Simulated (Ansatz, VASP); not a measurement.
One calculation of Al3C2, two programs

```
Al C
1.0
     4.46978    0.00000    0.00000
    -2.23489    3.87094    0.00000
     0.00000    0.00000    4.89200
Al C
3 2
Direct
  0.50000 0.00000 0.50000
  0.00000 0.50000 0.50000
  0.50000 0.50000 0.50000
  0.33333 0.66667 0.69010
  0.66667 0.33333 0.30990
```

Alike in both runs: task single point; functional PBE; k mesh 6 × 6 × 4; occupations gaussian, width 0.1 eV; no spin polarisation.

|  | VASP | Ansatz |
| --- | --- | --- |
| version | VASP 6.6.1 | Ansatz 0.2.0 |
| potentials or method | VASP PAW PBE potentials, release 64 (Al, C), cutoff 520 eV | scalar-relativistic, plane waves, PAW |
| valence electrons in the cell | 17 | 17 |

VASP gave:

```
gap on the k mesh at the Fermi level (eV) : none
rms of the force components (eV/Å)        : 4.987
```

What did Ansatz give for the same quantities?

gap on the k mesh at the Fermi level (eV): none; rms of the force components (eV/Å): 4.922.

Atom by atom the forces differ by 0.065 eV/Å (rms over components). A gap of «none» marks a metal or a gap that the smearing closes. The functional is the same, so the differences come from potentials, cutoffs and numerics.
